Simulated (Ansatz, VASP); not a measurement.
**Two plane-wave programs on As**

The input INCAR:

```
  PREC = Accurate
  ENCUT = 500
  EDIFF = 1E-6
  ISMEAR = 1
  SIGMA = 1.0
  LREAL = False
  LASPH = True
  NELM = 120
  ALGO = Normal
  ISIF = 2
  LWAVE = False
  LCHARG = False
  GGA = CA
  NBANDS = 12
  GGA_COMPAT = False
```

The input KPOINTS:

```
Automatic mesh
0
Gamma
  10 10 10
```

File POSCAR:

```
As
1.0
    1.8799878575      1.0854114956      3.3276505507
   -1.8799878575      1.0854114956      3.3276505507
    0.0000000000     -2.1708229912      3.3276505507
As
2
Direct
    0.7695128170      0.7695128170      0.7695128170
    0.2304871830      0.2304871830      0.2304871830
```

Input for Ansatz:

```yaml
crystal:
  lattice:
    - [1.8799878575, 1.0854114956, 3.3276505507]
    - [-1.8799878575, 1.0854114956, 3.3276505507]
    - [0.0, -2.1708229912, 3.3276505507]
  atoms:
    - { symbol: As, position: [0.769512817, 0.769512817, 0.769512817] }
    - { symbol: As, position: [0.230487183, 0.230487183, 0.230487183] }
hamiltonian:
  xc: lda
  pseudopotentials:
    kind: paw
    azcp:
      As: "pseudopotentials/As.paw.azcp"
basis:
  ecutwfc: 420
  fft_grid_basis: typed
kpoints:
  mp_grid: { grid: [10, 10, 10], shift: [0, 0, 0] }
magnetization:
  spin_polarized: false
scf:
  occupations: { method: methfessel_paxton, width: 1.0 }
  lower_state_search: "off"
output:
  stress: true
```

Alike in both runs: task single point; functional LDA; k mesh 10 × 10 × 10; occupations methfessel-paxton of order 1, width 1 eV; no spin polarisation.

```csv
,VASP,Ansatz
version,VASP 6.6.1,Ansatz 0.2.0
potentials or method,"VASP PAW LDA potentials, release 64 (As), cutoff 500 eV","plane waves (420 eV) with PAW, scalar-relativistic"
valence electrons in the cell,10,30
```

```csv
,VASP,Ansatz,Ansatz less VASP
pressure (GPa),0.2,-0.2,-0.45
"traceless stress, the component that is largest in VASP (GPa)",0.25,0.36,+0.114
```

Ansatz warns that its potentials were made for another functional, while VASP's fit it. LDA's correlation is that of Perdew and Zunger in VASP and of Perdew and Wang (1992) in Ansatz. VASP's potentials hold 10 valence electrons a cell and Ansatz's 30, so a difference there can come from the potentials and not from the codes.
